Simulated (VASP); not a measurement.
# Li (Fd-3m) in VASP: further runs

Runs on Li. Level: BLYP. Tasks: relaxation of cell and atoms, single point.

Everything below comes from runs of VASP 6.6.1. Logs are shortened: lines on timing, memory, paths and dates and some standing lists are left out, and cuts for length are marked.

## (1) The cell of the first run

Symmetry: Fd-3m, No. 227, cubic system. The conventional cell has a = 6.157 Å, b = 6.157 Å, c = 6.157 Å, α = 90.00°, β = 90.00°, γ = 90.00°. Within 3.5 Å of Li (site symmetry -43m) lie 4 Li at 2.67 Å.

## (2) Relaxation of cell and atoms, BLYP

Input file INCAR:

```
PREC     = Accurate       # precision mode
ENCUT    = 600            # plane-wave cutoff, eV
EDIFF    = 1E-6           # SCF threshold, eV
ISMEAR   = -1             # smearing method
SIGMA    = 0.1            # smearing width, eV
LREAL    = False          # projectors in reciprocal space
LASPH    = True           # aspherical terms in the spheres
NELM     = 60             # most SCF steps
ALGO     = Normal         # electronic algorithm
ISIF     = 3              # what is computed and relaxed
LWAVE    = False          # write WAVECAR
LCHARG   = False          # write CHGCAR
GGA      = B5             # functional
ALDAX    = 1.0          
AGGAX    = 1.0          
AGGAC    = 1.0          
ALDAC    = 0.0          
IBRION   = 2              # ionic algorithm
NSW      = 80             # ionic steps
EDIFFG   = -0.01          # ionic threshold
```

Input file KPOINTS:

```
Automatic mesh
0
Gamma
  9 9 9
```

Input file POSCAR:

```
Li
1.0
    0.0000000000      3.0783766346      3.0783766346
    3.0783766346      0.0000000000      3.0783766346
    3.0783766346      3.0783766346      0.0000000000
Li
2
Direct
    0.1250000000      0.1250000000      0.1250000000
    0.8750000000      0.8750000000      0.8750000000
```

Potentials or basis: VASP PAW PBE potentials, release 64 (Li_sv).

Command:

```console
$ cat potpaw_PBE.64/Li_sv/POTCAR > POTCAR
$ mpirun -np 1 vasp_std > vasp.out
```

OUTCAR:

```text
PREC = Accurate
   ENCUT = 600
   EDIFF = 1E-6
   ISMEAR = -1
   LREAL = False
   LASPH = True
   NELM = 60
   ISIF = 3
   GGA = B5
   IBRION = 2
   NSW = 80
   EDIFFG = -0.01

 ion  position               nearest neighbor table
   1  0.125  0.125  0.125-
   2  0.875  0.875  0.875-

  LATTYP: Found a face centered cubic cell.
 ALAT       =     6.1567532692

  Lattice vectors:

 A1 = (   0.0000000000,   3.0783766346,   3.0783766346)
 A2 = (   3.0783766346,   0.0000000000,   3.0783766346)
 A3 = (   3.0783766346,   3.0783766346,   0.0000000000)

Analysis of symmetry for initial positions (statically):
=====================================================================
 Subroutine PRICEL returns:
 Original cell was already a primitive cell.

 Routine SETGRP: Setting up the symmetry group for a
 face centered cubic supercell.

 Subroutine GETGRP returns: Found 48 space group operations
 (whereof 12 operations were pure point group operations)
 out of a pool of 48 trial point group operations.

The static configuration has the point symmetry D_3d.
 The point group associated with its full space group is O_h .

Analysis of symmetry for dynamics (positions and initial velocities):
=====================================================================
 Subroutine PRICEL returns:
 Original cell was already a primitive cell.

 Routine SETGRP: Setting up the symmetry group for a
 face centered cubic supercell.

 Subroutine GETGRP returns: Found 48 space group operations
 (whereof 12 operations were pure point group operations)
 out of a pool of 48 trial point group operations.

The dynamic configuration has the point symmetry D_3d.
 The point group associated with its full space group is O_h .

 Subroutine INISYM returns: Found 48 space group operations
 (whereof 12 operations are pure point group operations),
 and found     1 'primitive' translations

----------------------------------------------------------------------------------------

                                     Primitive cell

  volume of cell :      58.3439

  direct lattice vectors                    reciprocal lattice vectors
     0.000000000  3.078376635  3.078376635    -0.162423270  0.162423270  0.162423270
     3.078376635  0.000000000  3.078376635     0.162423270 -0.162423270  0.162423270
     3.078376635  3.078376635  0.000000000     0.162423270  0.162423270 -0.162423270

  length of vectors
     4.353481987  4.353481987  4.353481987     0.281325356  0.281325356  0.281325356

  position of ions in fractional coordinates (direct lattice)
     0.125000000  0.125000000  0.125000000
     0.875000000  0.875000000  0.875000000

  ion indices of the primitive-cell ions
   primitive index   ion index
                 1           1
                 2           2

----------------------------------------------------------------------------------------

 KPOINTS: Automatic mesh

Automatic generation of k-mesh.
 Grid dimensions read from file:
 generate k-points for:    9    9    9

 Generating k-lattice:

  Cartesian coordinates                     Fractional coordinates (reciprocal lattice)
    -0.018047030  0.018047030  0.018047030     0.111111111  0.000000000  0.000000000
     0.018047030 -0.018047030  0.018047030     0.000000000  0.111111111  0.000000000
     0.018047030  0.018047030 -0.018047030     0.000000000  0.000000000  0.111111111

  Length of vectors
     0.031258373  0.031258373  0.031258373

  Shift w.r.t. Gamma in fractional coordinates (k-lattice)
     0.000000000  0.000000000  0.000000000

 Subroutine IBZKPT returns following result:
 ===========================================

 Found     35 irreducible k-points:

 Following reciprocal coordinates:
            Coordinates               Weight
  0.000000  0.000000  0.000000      1.000000
  0.111111  0.000000  0.000000      8.000000
  0.222222  0.000000  0.000000      8.000000
  0.333333  0.000000  0.000000      8.000000
  0.444444  0.000000  0.000000      8.000000
  0.111111  0.111111  0.000000      6.000000
[... 16 lines left out ...]
 -0.333333  0.333333  0.000000     12.000000
  0.444444  0.444444  0.000000      6.000000
 [... further k-points ...]
   k-points           NKPTS =     35   k-points in BZ     NKDIM =     35   number of bands    NBANDS=      7
   number of dos      NEDOS =    301   number of ions     NIONS =      2
   total plane-waves  NPLWV =  46656
   dimension x,y,z NGX =    36 NGY =   36 NGZ =   36
   dimension x,y,z NGXF=    72 NGYF=   72 NGZF=   72
   ions per type =               2
   NGX,Y,Z   is equivalent  to a cutoff of  13.75, 13.75, 13.75 a.u.
   NGXF,Y,Z  is equivalent  to a cutoff of  27.49, 27.49, 27.49 a.u.
 SYSTEM =  unknown system
   PREC   = accura    normal or accurate (medium, high low for compatibility)
   ISTART =      0    job   : 0-new  1-cont  2-samecut
   ICHARG =      2    charge: 1-file 2-atom 10-const
   ISPIN  =      1    spin polarized calculation?
   LNONCOLLINEAR =      F non collinear calculations
   LSORBIT =      F    spin-orbit coupling
   LASPH  =      T    aspherical Exc in radial PAW
   ENCUT  =  600.0 eV  44.10 Ry    6.64 a.u.   8.69  8.69  8.69*2*pi/ulx,y,z
   NELM   =     60;   NELMIN=  2; NELMDL= -5     # of ELM steps
   EDIFF  = 0.1E-05   stopping-criterion for ELM
   LREAL  =      F    real-space projection
   EDIFFG = -.1E-01   stopping-criterion for IOM
   NSW    =     80    number of steps for IOM
   IBRION =      2    ionic relax: 0-MD 1-quasi-New 2-CG
   NFREE  =      1    steps in history (QN), initial steepest desc. (CG)
   ISIF   =      3    stress and relaxation
   ISYM   =      2    0-nonsym 1-usesym 2-fastsym
   POTIM  = 0.5000    time-step for ionic-motion
   TEBEG  =    0.0;   TEEND  =   0.0 temperature during run
   PSTRESS=    0.0 pullay stress
   NELECT =       6.0000    total number of electrons
   NUPDOWN=      -1.0000    fix difference up-down
   EMIN   =  10.00;   EMAX   =-10.00  energy-range for DOS
   EFERMI =   0.00;   METHOD = LEGACY
   ISMEAR =    -1;   SIGMA  =   0.10  broadening in eV -4-tet -1-fermi 0-gaus
   EFERMI_NEDOS =   21; number of points for ismear=-14 and -15
   IALGO  =     38    algorithm
   IMIX   =      4    mixing-type and parameters
     AMIX     =   0.40;   BMIX     =  1.00
     AMIX_MAG =   1.60;   BMIX_MAG =  1.00
  volume/ion in A,a.u.               =      29.17       196.86
  Fermi-wavevector in a.u.,A,eV,Ry     =   0.766997  1.449414  8.004089  0.588284
  Thomas-Fermi vector in A             =   1.867457
   LORBIT       =      0    0 simple, 1 ext, 2 COOP (PROOUT), +10 PAW based schemes
   GGA     = B5    functional components
   LHFCALC =     F    Hartree Fock is set to
   AEXX    =    0.0000 exact exchange contribution
   IVDW    =     0    specifies the selected vdW correction
   LEPSILON=     F    determine dielectric tensor
   LRPA    =     F    only Hartree local field effects (RPA)
 conjugate gradient relaxation of ions
 non-spin polarized calculation
  energy-cutoff  :      600.00
  volume of cell :       58.34
 maximum number of plane-waves:      1964
   NGX = 17   NGY = 17   NGZ = 17

--------------------------------------- Ionic step        1  -------------------------------------------

 number of electron       6.0000008 magnetization

 Free energy of the ion-electron system (eV)
  ---------------------------------------------------
  ext. energy  EPLUGINS =         0.00000000
  ---------------------------------------------------
  free energy    TOTEN  =        -2.16586976 eV

  energy without entropy =       -2.13355790  energy(sigma->0) =       -2.14971383

------------------------ aborting loop because EDIFF is reached ----------------------------------------

  FORCE on cell =-STRESS in cart. coord.  units (eV):
  Direction    XX          YY          ZZ          XY          YZ          ZX
  --------------------------------------------------------------------------------------
  -------------------------------------------------------------------------------------
  Total       -0.0732605     -0.0732605     -0.0732605     -0.0000000      0.0000000      0.0000000
  in kB       -2.0118016     -2.0118016     -2.0118016     -0.0000000      0.0000000      0.0000000
  external PRESSURE =      -2.0118016 kB  Pullay stress =       0.0000000 kB
[... 93 lines left out ...]
  energy  without entropy=       -2.1358059032  energy(sigma->0) =       -2.15146881

--------------------------------------- Ionic step        4  -------------------------------------------

 number of electron       5.9999991 magnetization

 Free energy of the ion-electron system (eV)
  ---------------------------------------------------
  ext. energy  EPLUGINS =         0.00000000
  ---------------------------------------------------
  free energy    TOTEN  =        -2.16810423 eV

  energy without entropy =       -2.13824667  energy(sigma->0) =       -2.15317545

 E-fermi :   0.3427     XC(G=0):  -5.8535

 val. band max:        0.3424700131   @ k =  -0.3333   0.4444   0.2222
 cond. band min:       0.5193670071   @ k =  -0.4444   0.4444   0.0000
 fundamental gap:      0.1768969939
 Fermi energy:         0.3426920802

 k-point     1 :       0.0000    0.0000    0.0000
  band No.  band energies     occupation
      1     -47.9558      2.00000
      2     -47.8971      2.00000
      3      -2.7926      2.00000
      4       5.4733      0.00000
      5       5.4733      0.00000
      6       5.4734      0.00000
      7       6.6800      0.00000
[... 221 lines left out ...]
 k-point    24 :       0.4444    0.4444    0.0000
  band No.  band energies     occupation
      1     -47.9315      2.00000
      2     -47.9213      2.00000
      3      -0.2273      1.99333
      4       1.2026      0.00037
      5       2.4713      0.00000
      6       2.4713      0.00000
      7       5.8361      0.00000

 [... further k-points ...]
[... 5 lines left out ...]
  --------------------------------------------------------------------------------------
  -------------------------------------------------------------------------------------
  Total       -0.0183430     -0.0183430     -0.0183430      0.0000000     -0.0000000      0.0000000
  in kB       -0.5313911     -0.5313911     -0.5313911      0.0000000     -0.0000000      0.0000000
  external PRESSURE =      -0.5313911 kB  Pullay stress =       0.0000000 kB
[... 17 lines left out ...]
  FREE ENERGIE OF THE ION-ELECTRON SYSTEM (eV)
  ---------------------------------------------------
  free  energy   TOTEN  =        -2.1681042291 eV

  energy  without entropy=       -2.1382466665  energy(sigma->0) =       -2.15317545

 reached required accuracy - stopping structural energy minimisation
```

It took 31 s on 1 thread of Intel Xeon 6975P-C (Granite Rapids), shared host; peak memory 0.19 GiB.

Results:

```
Free energy                            : -2.1681 eV
Relaxed volume                         : 27.65 Å³/atom
Relaxed cell                           : a = 4.277 Å, b = 4.277 Å, c = 4.277 Å, α = 60.00°, β = 60.00°, γ = 60.00°
Space group after relaxing (to 0.05 Å) : Fd-3m (No. 227)
Energy gained by relaxing              : 1.1 meV/atom
Ionic steps                            : 4
Pressure after relaxing                : -0.1 GPa
Band gap on the k mesh                 : zero (band 3 reaches 0.74 eV, above the bottom of band 4 at 0.08 eV)
```

The path:
```tsv
step	energy change (eV)	largest force (eV/Å)	pressure (GPa)	volume (Å³)
1	0.0000	0.0000	-0.20	58.34
2	-0.0004	0.0000	-0.20	58.04
3	-0.0013	0.0000	-0.15	57.12
4	-0.0022	0.0000	-0.05	55.31
```

Final structure:
```yaml
crystal:
  lattice:
    - [0.00000, 3.02398, 3.02398]
    - [3.02398, 0.00000, 3.02398]
    - [3.02398, 3.02398, 0.00000]
  atoms:
    - { symbol: Li, position: [0.12500, 0.12500, 0.12500] }
    - { symbol: Li, position: [0.87500, 0.87500, 0.87500] }
```

Caveat: the cutoff is under 1.25 times the usual one of these potentials, so pressure, stress and relaxed cells hold a basis-set (Pulay) error; the PAW data sets were made with another functional, which shifts forces and pressure a little.

## (3) Single point, BLYP

This run uses another cell than the first one, of 27.99 Å³/atom, 0.960 times its volume.

Input file INCAR:

```
SYSTEM = Li
AGGAC = 1.0
AGGAX = 1.0
ALDAC = 0.0
ALDAX = 1.0
ALGO = Normal
EDIFF = 1E-6
ENCUT = 520
GGA = B5
ISIF = 2
ISMEAR = -1
LASPH = .TRUE.
LCHARG = .FALSE.
LREAL = .FALSE.
LWAVE = .FALSE.
NBANDS = 10
NELM = 60
PREC = Accurate
SIGMA = 0.1
```

Input file KPOINTS:

```
k-points
0
G
  15 15 15
  0 0 0
```

Input file POSCAR:

```
Li
1.0
    0.0000000000      3.0364081056      3.0364081056
    3.0364081056      0.0000000000      3.0364081056
    3.0364081056      3.0364081056      0.0000000000
Li
2
Direct
    0.1250000000      0.1250000000      0.1250000000
    0.8750000000      0.8750000000      0.8750000000
```

Potentials or basis: VASP PAW PBE potentials, release 64 (Li_sv).

Command:

```console
$ cat potpaw_PBE.64/Li_sv/POTCAR > POTCAR
$ mpirun -np 1 vasp_std > vasp.out
```

Wall time 14 s (1 thread of Intel Xeon 6975P-C (Granite Rapids), shared host); peak memory 0.19 GiB.

The run converged. Its results:

```yaml
Free_energy: -2.1689 eV
Band_gap_on_the_k_mesh: zero (band 3 reaches 0.77 eV, above the bottom of band 4 at -0.05 eV)
```

Levels at points of the mesh, in eV from the Fermi level:
```csv
k point,band 1,band 2,band 3,band 4,band 5,band 6,band 7,band 8
"(0.00, 0.00, 0.00)",-48.30,-48.24,-3.11,5.09,5.09,5.09,6.29,6.29
```

Caveat: the cutoff is under 1.25 times the usual one of these potentials, so pressure, stress and relaxed cells hold a basis-set (Pulay) error; the PAW data sets were made with another functional, which shifts forces and pressure a little.
